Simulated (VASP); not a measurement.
# SnO in VASP: notebook

The runs below take SnO through single point, with PBE+D3(BJ).

Program: VASP 6.6.1. These are calculated values, not measurements. Logs are shortened: lines on timing, memory, paths and dates and some standing lists are left out, and cuts for length are marked.

### 1 The cell of the first run

The cell holds a slab with vacuum, 8 atoms: a = 3.821 Å, b = 3.821 Å, c = 22.228 Å, α = 90.00°, β = 90.00°, γ = 90.00°.

### 2 Single point, PBE+D3(BJ) (layers slid over each other)

The input, INCAR:

```
ALGO = Normal
DIPOL = 0.5 0.5 0.401
EDIFF = 1E-6
ENCUT = 520
GGA = PE
IDIPOL = 3
ISIF = 2
ISMEAR = 0
IVDW = 12
LASPH = T
LCHARG = F
LDIPOL = T
LREAL = F
LWAVE = F
NBANDS = 50
NELM = 100
PREC = Accurate
SIGMA = 0.05
```

The input, KPOINTS:

```
k-points
0
Gamma
  7 7 1
```

The input, POSCAR:

```
SnO
1.0
    3.8206509079      0.0000053603      0.0000000000
   -0.0000052472      3.8206509079      0.0000000000
    0.0000000000      0.0000000000     22.2280089981
Sn O
4 4
Direct
    0.9998502662      0.9998502662      0.2024472817
    0.4998491692      0.4998491692      0.3087997895
    0.4998491692      0.6248491692      0.4932517573
    0.9998502662      1.1248502662      0.5996042650
    0.9998512723      0.4998508145      0.2556235141
    0.4998508145      0.9998512723      0.2556235141
    0.4998481630      1.1248486208      0.5464279896
    0.9998486208      0.6248481630      0.5464279896
```

Potentials or basis: VASP PAW PBE potentials, release 64 (Sn_d, O).

The run is started by

```
$ cat potpaw_PBE.64/Sn_d/POTCAR potpaw_PBE.64/O/POTCAR > POTCAR
$ mpirun -np 1 vasp_std > vasp.out
```

OUTCAR:

```text
EDIFF = 1E-6
   ENCUT = 520
   GGA = PE
   ISIF = 2
   ISMEAR = 0
   IVDW = 12
   LASPH = T
   LREAL = F
   NELM = 100
   PREC = Accurate
 IVDW          = 12

 ion  position               nearest neighbor table
   1  1.000  1.000  0.202-   5 2.25   6 2.25   5 2.25   6 2.25   2 3.59   2 3.59   2 3.59   2 3.59

   2  0.500  0.500  0.309-   6 2.25   5 2.25   6 2.25   5 2.25   1 3.59   1 3.59   1 3.59   1 3.59

   3  0.500  0.625  0.493-   7 2.25   8 2.25   7 2.25   8 2.25   4 3.59   4 3.59   4 3.59   4 3.59

   4  1.000  0.125  0.600-   8 2.25   7 2.25   8 2.25   7 2.25   3 3.59   3 3.59   3 3.59   3 3.59

   5  1.000  0.500  0.256-   2 2.25   1 2.25   1 2.25   2 2.25
   6  0.500  1.000  0.256-   2 2.25   1 2.25   1 2.25   2 2.25
   7  0.500  0.125  0.546-   4 2.25   3 2.25   3 2.25   4 2.25
   8  1.000  0.625  0.546-   4 2.25   3 2.25   3 2.25   4 2.25

  LATTYP: Found a simple tetragonal cell.
 ALAT       =     3.8206509079
 C/A-ratio  =     5.8178591905

  Lattice vectors:

 A1 = (   3.8206509079,   0.0000053603,   0.0000000000)
 A2 = (  -0.0000052472,   3.8206509079,   0.0000000000)
 A3 = (   0.0000000000,   0.0000000000,  22.2280089981)

Analysis of symmetry for initial positions (statically):
=====================================================================
 Subroutine PRICEL returns:
 Original cell was already a primitive cell.

 Routine SETGRP: Setting up the symmetry group for a
 simple tetragonal supercell.

 Subroutine GETGRP returns: Found  4 space group operations
 (whereof  1 operations were pure point group operations)
 out of a pool of 16 trial point group operations.

The static configuration has the point symmetry C_1 .
 The point group associated with its full space group is C_2h.

Analysis of symmetry for dynamics (positions and initial velocities):
=====================================================================
 Subroutine PRICEL returns:
 Original cell was already a primitive cell.

 Routine SETGRP: Setting up the symmetry group for a
 simple tetragonal supercell.

 Subroutine GETGRP returns: Found  4 space group operations
 (whereof  1 operations were pure point group operations)
 out of a pool of 16 trial point group operations.

The dynamic configuration has the point symmetry C_1 .
 The point group associated with its full space group is C_2h.

 Subroutine INISYM returns: Found  4 space group operations
 (whereof  1 operations are pure point group operations),
 and found     1 'primitive' translations

----------------------------------------------------------------------------------------

                                     Primitive cell

  volume of cell :     324.4705

  direct lattice vectors                    reciprocal lattice vectors
     3.820650908  0.000005360  0.000000000     0.261735506  0.000000359  0.000000000
    -0.000005247  3.820650908  0.000000000    -0.000000367  0.261735506  0.000000000
     0.000000000  0.000000000 22.228008998     0.000000000  0.000000000  0.044988285

  length of vectors
     3.820650908  3.820650908 22.228008998     0.261735506  0.261735506  0.044988285

  position of ions in fractional coordinates (direct lattice)
     0.999850266  0.999850266  0.202447282
     0.499849169  0.499849169  0.308799790
     0.499849169  0.624849169  0.493251757
     0.999850266  0.124850266  0.599604265
     0.999851272  0.499850815  0.255623514
     0.499850815  0.999851272  0.255623514
     0.499848163  0.124848621  0.546427990
     0.999848621  0.624848163  0.546427990

  ion indices of the primitive-cell ions
   primitive index   ion index
                 1           1
                 2           2
                 3           3
                 4           4
                 5           5
                 6           6
                 7           7
                 8           8

----------------------------------------------------------------------------------------

 KPOINTS: k-points

Automatic generation of k-mesh.
 Grid dimensions read from file:
 generate k-points for:    7    7    1

 Generating k-lattice:

  Cartesian coordinates                     Fractional coordinates (reciprocal lattice)
     0.037390787  0.000000051  0.000000000     0.142857143  0.000000000  0.000000000
    -0.000000052  0.037390787  0.000000000     0.000000000  0.142857143  0.000000000
     0.000000000  0.000000000  0.044988285     0.000000000  0.000000000  1.000000000

  Length of vectors
     0.037390787  0.037390787  0.044988285

  Shift w.r.t. Gamma in fractional coordinates (k-lattice)
     0.000000000  0.000000000  0.000000000

 Subroutine IBZKPT returns following result:
 ===========================================

 Found     16 irreducible k-points:

 Following reciprocal coordinates:
            Coordinates               Weight
  0.000000  0.000000  0.000000      1.000000
  0.142857  0.000000  0.000000      2.000000
 -0.000000  0.142857  0.000000      2.000000
  0.285714  0.000000  0.000000      2.000000
 -0.000000  0.285714  0.000000      2.000000
  0.428571  0.000000  0.000000      2.000000
[... 8 lines left out ...]
 -0.285714  0.428571  0.000000      4.000000
  0.428571  0.428571  0.000000      4.000000
   k-points           NKPTS =     16   k-points in BZ     NKDIM =     16   number of bands    NBANDS=     50
   number of dos      NEDOS =    301   number of ions     NIONS =      8
   total plane-waves  NPLWV = 131712
   dimension x,y,z NGX =    28 NGY =   28 NGZ =  168
   dimension x,y,z NGXF=    56 NGYF=   56 NGZF=  336
   ions per type =               4   4
   NGX,Y,Z   is equivalent  to a cutoff of  12.18, 12.18, 12.56 a.u.
   NGXF,Y,Z  is equivalent  to a cutoff of  24.37, 24.37, 25.13 a.u.
 SYSTEM =  unknown system
   PREC   = accura    normal or accurate (medium, high low for compatibility)
   ISTART =      0    job   : 0-new  1-cont  2-samecut
   ICHARG =      2    charge: 1-file 2-atom 10-const
   ISPIN  =      1    spin polarized calculation?
   LNONCOLLINEAR =      F non collinear calculations
   LSORBIT =      F    spin-orbit coupling
   LASPH  =      T    aspherical Exc in radial PAW
   ENCUT  =  520.0 eV  38.22 Ry    6.18 a.u.   7.10  7.10 41.33*2*pi/ulx,y,z
   NELM   =    100;   NELMIN=  2; NELMDL= -5     # of ELM steps
   EDIFF  = 0.1E-05   stopping-criterion for ELM
   LREAL  =      F    real-space projection
[... 7 lines left out ...]
   TEBEG  =    0.0;   TEEND  =   0.0 temperature during run
   PSTRESS=    0.0 pullay stress
   NELECT =      80.0000    total number of electrons
   NUPDOWN=      -1.0000    fix difference up-down
   EMIN   =  10.00;   EMAX   =-10.00  energy-range for DOS
   EFERMI =   0.00;   METHOD = LEGACY
   ISMEAR =     0;   SIGMA  =   0.05  broadening in eV -4-tet -1-fermi 0-gaus
   EFERMI_NEDOS =   21; number of points for ismear=-14 and -15
   IALGO  =     38    algorithm
   IMIX   =      4    mixing-type and parameters
     AMIX     =   0.40;   BMIX     =  1.00
     AMIX_MAG =   1.60;   BMIX_MAG =  1.00
  volume/ion in A,a.u.               =      40.56       273.70
  Fermi-wavevector in a.u.,A,eV,Ry     =   1.026549  1.939897 14.337861  1.053803
  Thomas-Fermi vector in A             =   2.160448
   LORBIT       =      0    0 simple, 1 ext, 2 COOP (PROOUT), +10 PAW based schemes
   GGA     = PE    functional components
   LHFCALC =     F    Hartree Fock is set to
   AEXX    =    0.0000 exact exchange contribution
   IVDW    =    12    specifies the selected vdW correction
   LEPSILON=     F    determine dielectric tensor
   LRPA    =     F    only Hartree local field effects (RPA)
 non-spin polarized calculation
 Gauss-broadening in eV      SIGMA  =   0.05
  energy-cutoff  :      520.00
  volume of cell :      324.47
 maximum number of plane-waves:      8769
   NGX = 15   NGY = 15   NGZ = 83

 dipolmoment           0.000000      0.000000     -0.000004 electrons x Angstroem

 number of electron      79.9999971 magnetization

 dipolmoment           0.000000      0.000000      0.000006 electrons x Angstroem

 Free energy of the ion-electron system (eV)
  ---------------------------------------------------
  ext. energy  EPLUGINS =         0.00000000
  ---------------------------------------------------
  free energy    TOTEN  =       -45.10903201 eV

  energy without entropy =      -45.10903201  energy(sigma->0) =      -45.10903201

 E-fermi :   0.0815     XC(G=0):  -5.2985

 val. band max:       -0.1411110825   @ k =   0.1429   0.1429   0.0000
 cond. band min:       2.1826947805   @ k =   0.4286   0.0000   0.0000
 fundamental gap:      2.3238058629
 Fermi energy:         0.0814804385

 k-point     1 :       0.0000    0.0000    0.0000
  band No.  band energies     occupation
      1     -21.0384      2.00000
      2     -21.0383      2.00000
      3     -20.6792      2.00000
      4     -20.6791      2.00000
      5     -20.6427      2.00000
      6     -20.6425      2.00000
[... 42 lines left out ...]
     49       5.2131      0.00000
     50       5.2465      0.00000

 k-point     2 :       0.1429    0.0000    0.0000
  band No.  band energies     occupation
      1     -21.0295      2.00000
      2     -21.0294      2.00000
      3     -20.6799      2.00000
      4     -20.6796      2.00000
      5     -20.6442      2.00000
      6     -20.6435      2.00000
[... 42 lines left out ...]
     49       5.3911      0.00000
     50       5.5093      0.00000

 k-point     3 :      -0.0000    0.1429    0.0000
  band No.  band energies     occupation
      1     -21.0295      2.00000
      2     -21.0294      2.00000
      3     -20.6799      2.00000
      4     -20.6796      2.00000
      5     -20.6444      2.00000
      6     -20.6435      2.00000
[... 678 lines left out ...]
     49       5.6934      0.00000
     50       6.1304      0.00000

 k-point    16 :       0.4286    0.4286    0.0000
  band No.  band energies     occupation
      1     -20.9802      2.00000
      2     -20.9795      2.00000
      3     -20.9664      2.00000
      4     -20.9656      2.00000
      5     -20.6462      2.00000
      6     -20.6459      2.00000
[... 42 lines left out ...]
     49       5.9225      0.00000
     50       6.0608      0.00000

------------------------ aborting loop because EDIFF is reached ----------------------------------------

 vacuum level on the upper side and lower side of the slab       (xc-potential included)        -0.158        -0.156

 Edisp (eV)   -1.24448

 E8    (eV) :    -0.5499

  FORCE on cell =-STRESS in cart. coord.  units (eV):
  Direction    XX          YY          ZZ          XY          YZ          ZX
  --------------------------------------------------------------------------------------
  -------------------------------------------------------------------------------------
  Total       0.24024     0.26001     0.58726    -0.00000     0.24968    -0.00000
  in kB       1.18627     1.28388     2.89978    -0.00000     1.23286    -0.00000
  external pressure =        1.79 kB  Pullay stress =        0.00 kB

 VOLUME and BASIS-vectors are now :
 -----------------------------------------------------------------------------
  energy-cutoff  :      520.00
  volume of cell :      324.47
      direct lattice vectors                 reciprocal lattice vectors
     3.820650908  0.000005360  0.000000000     0.261735506  0.000000359  0.000000000
    -0.000005247  3.820650908  0.000000000    -0.000000367  0.261735506  0.000000000
     0.000000000  0.000000000 22.228008998     0.000000000  0.000000000  0.044988285

 POSITION                                       TOTAL-FORCE (eV/Angst)
 -----------------------------------------------------------------------------------
      3.82007      3.82008      4.50000         0.000000     -0.004630     -0.072108
      1.90975      1.90975      6.86400         0.000000     -0.028846     -0.013964
      1.90975      2.38733     10.96400        -0.000000      0.028846      0.013964
      3.82008      0.47701     13.32801        -0.000000      0.004630      0.072108
      3.82008      1.90976      5.68200        -0.000000      0.009207     -0.003297
      1.90975      3.82009      5.68200         0.000000     -0.023209     -0.003596
      1.90974      0.47701     12.14601        -0.000000      0.023209      0.003596
      3.82007      2.38733     12.14601         0.000000     -0.009207      0.003297
 -----------------------------------------------------------------------------------
    total drift:                                0.013529      0.013523      0.003368

  FREE ENERGIE OF THE ION-ELECTRON SYSTEM (eV)
  ---------------------------------------------------
  free  energy   TOTEN  =       -46.3535083895 eV

  energy  without entropy=      -46.3535083895  energy(sigma->0) =      -46.35350839

 vacuum level on the upper side and lower side of the slab         4.809         4.813
```

It took 3.7 min on 1 thread of AMD EPYC 9R45 (Zen 5), shared host; peak memory 0.42 GiB.

Results:

```yaml
Free_energy: -46.3535 eV
Largest_force: 0.072 eV/Å
Band_gap_on_the_k_mesh: 2.32 eV (least direct gap 2.52 eV)
Dispersion_energy_per_atom: -0.156 eV
```

Forces on the atoms (eV/Å):
```
Sn   0.000 -0.005 -0.072
Sn   0.000 -0.029 -0.014
Sn   0.000  0.029  0.014
Sn   0.000  0.005  0.072
O    0.000  0.009 -0.003
O    0.000 -0.023 -0.004
O    0.000  0.023  0.004
O    0.000 -0.009  0.003
```

Levels at points of the mesh, in eV from the valence-band top:
```
           k point  band 38  band 39  band 40  band 41  band 42  band 43
(0.00, 0.00, 0.00)    -1.99    -0.70    -0.04     2.48     2.82     2.82
```

Caveat: the cell differs from its parent crystal (layers slid over each other); spin-orbit coupling is left out, which moves the levels of the heavy elements.

### 3 Single point, PBE+D3(BJ) (layers slid over each other)

The input, INCAR:

```
SYSTEM = SnO
ALGO = Normal
DIPOL = 0.5 0.5 0.401
EDIFF = 1E-6
ENCUT = 520
GGA = PE
IDIPOL = 3
ISIF = 2
ISMEAR = 0
IVDW = 12
LASPH = .TRUE.
LCHARG = .FALSE.
LDIPOL = .TRUE.
LREAL = .FALSE.
LWAVE = .FALSE.
NBANDS = 50
NELM = 80
PREC = Accurate
SIGMA = 0.05
```

The input, KPOINTS:

```
k-points
0
G
  7 7 1
  0 0 0
```

The input, POSCAR:

```
SnO
1.0
    3.8206509079      0.0000053603      0.0000000000
   -0.0000052472      3.8206509079      0.0000000000
    0.0000000000      0.0000000000     22.2280089981
Sn O
4 4
Direct
    0.9998502662      0.9998502662      0.2024472817
    0.4998491692      0.4998491692      0.3087997895
    0.4998491692      0.7498491692      0.4932517573
    0.9998502662      1.2498502662      0.5996042650
    0.9998512723      0.4998508145      0.2556235141
    0.4998508145      0.9998512723      0.2556235141
    0.4998481630      1.2498486208      0.5464279896
    0.9998486208      0.7498481630      0.5464279896
```

Potentials or basis: VASP PAW PBE potentials, release 64 (Sn_d, O).

The run is started by

```
$ cat potpaw_PBE.64/Sn_d/POTCAR potpaw_PBE.64/O/POTCAR > POTCAR
$ mpirun -np 1 vasp_std > vasp.out
```

Wall time 4 min (1 thread of Intel Xeon 6975P-C (Granite Rapids), shared host); peak memory 0.43 GiB.

It converged, with:

```
Free energy                : -46.3815 eV
Largest force              : 0.071 eV/Å
Band gap on the k mesh     : 2.36 eV (least direct gap 2.53 eV)
Dispersion energy per atom : -0.156 eV
```

Forces on the atoms (eV/Å):
```
Sn   0.000 -0.006 -0.071
Sn   0.000 -0.038  0.046
Sn   0.000  0.038 -0.046
Sn   0.000  0.006  0.071
O    0.000  0.012  0.002
O    0.000 -0.031  0.001
O    0.000  0.031 -0.001
O    0.000 -0.012 -0.002
```

Levels at points of the mesh, in eV from the valence-band top:
| k point | band 37 | band 38 | band 39 | band 40 | band 41 | band 42 | band 43 | band 44 |
| --- | --- | --- | --- | --- | --- | --- | --- | --- |
| (0.00, 0.00, 0.00) | -1.97 | -1.97 | -0.67 | -0.04 | 2.50 | 2.83 | 2.83 | 3.83 |

Caveat: the cell differs from its parent crystal (layers slid over each other); spin-orbit coupling is left out, which moves the levels of the heavy elements.
